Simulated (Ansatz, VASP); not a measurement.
**Au in VASP and in Ansatz**

File POSCAR:

```
Au
1.0
   -1.6821280350      1.6821280350      1.6075509300
    1.6821280350     -1.6821280350      1.6075509300
    1.6821280350      1.6821280350     -1.6075509300
Au
1
Direct
    0.0000000000      0.0000000000      0.0000000000
```

Contents of INCAR.step1:

```
SYSTEM = Au
PREC = Accurate
ENCUT = 520
ISMEAR = 0
SIGMA = 0.15
LREAL = .False.
LASPH = .True.
NELM = 60
NBANDS = 12
GGA = PE
ALGO = Normal
EDIFF = 1E-4
LWAVE = .True.
LCHARG = .False.
```

Contents of INCAR.step2:

```
SYSTEM = Au
PREC = Accurate
ENCUT = 520
EDIFF = 1E-7
ISMEAR = 0
SIGMA = 0.15
LREAL = .False.
LASPH = .True.
NELM = 60
ALGO = Normal
ISIF = 2
LWAVE = .False.
LCHARG = .False.
METAGGA = R2SCAN
LMIXTAU = .True.
NBANDS = 12
ISTART = 1
```

File KPOINTS:

```
regular mesh
0
Gamma
  20 20 20
  0 0 0
```

Input for Ansatz:

```yaml
crystal:
  lattice:
    - [-1.682128035, 1.682128035, 1.60755093]
    - [1.682128035, -1.682128035, 1.60755093]
    - [1.682128035, 1.682128035, -1.60755093]
  atoms:
    - { symbol: Au, position: [0.0, 0.0, 0.0] }
basis:
  ecutwfc: 500
kpoints:
  mp_grid: { grid: [20, 20, 20] }
hamiltonian:
  xc: r2scan
scf:
  occupations: { method: gaussian, width: 0.15 }
output:
  forces: true
  stress: true
  eigenvalues: true
```

Change from the starting cell: strain +0.015 along x and y, -0.030 along z, atoms carried along.

Alike in both runs: task single point; functional r2SCAN; k mesh 20 × 20 × 20; occupations gaussian, width 0.15 eV; no spin polarisation.

|  | VASP | Ansatz |
| --- | --- | --- |
| version | VASP 6.6.1 | Ansatz 0.2.0 |
| potentials or method | VASP PAW PBE potentials, release 64 (Au), cutoff 520 eV | scalar-relativistic, plane waves, PAW |
| valence electrons in the cell | 11 | 19 |

```csv
,VASP,Ansatz,Ansatz less VASP
gap on the k mesh at the Fermi level (eV),none,none,-
pressure (GPa),-4.4,-4.6,-0.22
"traceless stress, the component that is largest in VASP (GPa)",-0.30,-0.30,+0.008
```

VASP's potentials were made for PBE, not for r2SCAN. A gap of «none» marks a metal or a gap that the smearing closes. VASP's potentials hold 11 valence electrons a cell and Ansatz's 19, so a difference there can come from the potentials and not from the codes.

Spin-orbit coupling is off throughout.
